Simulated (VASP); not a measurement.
Input of a VASP 6.6.1 run:

File INCAR:

```
PREC = Accurate ; ENCUT = 520
EDIFF = 1E-6 ; ISMEAR = 0
SIGMA = 0.1 ; LREAL = False
LASPH = True ; NELM = 150
ALGO = Normal ; ISIF = 2
LWAVE = False ; LCHARG = False
ISPIN = 2 ; MAGMOM = 0 0 0 0 1
LORBIT = 11 ; LMAXMIX = 4
GGA = PE ; NBANDS = 25
```

File KPOINTS:

```
Automatic mesh
0
Gamma
  4 4 4
```

File POSCAR:

```
Li4Ru
1.0
   -2.8928159791      2.8928159791      2.8928159791
    2.8928159791     -2.8928159791      2.8928159791
    2.8928159791      2.8928159791     -2.8928159791
Li Ru
4 1
Direct
    0.5000000000      0.5000000000      0.5000000000
    0.5000000000      0.0000000000      0.0000000000
    0.0000000000      0.0000000000      0.5000000000
    0.0000000000      0.5000000000      0.0000000000
    0.0000000000      0.0000000000      0.0000000000
```

Potentials or basis: VASP PAW PBE potentials, release 64 (Li_sv, Ru_pv).

Command:

```sh
$ cat potpaw_PBE.64/Li_sv/POTCAR potpaw_PBE.64/Ru_pv/POTCAR > POTCAR
$ mpirun -np 1 vasp_std > vasp.out
```

(1) What does it give for the net moment?

(2) Estimate the site moments.

Answers

(1) 0.20 μB per cell.

(2) Li -0.01; Ru +0.35 μB.

Caveat: the k points lie up to 0.38 Å⁻¹ apart.
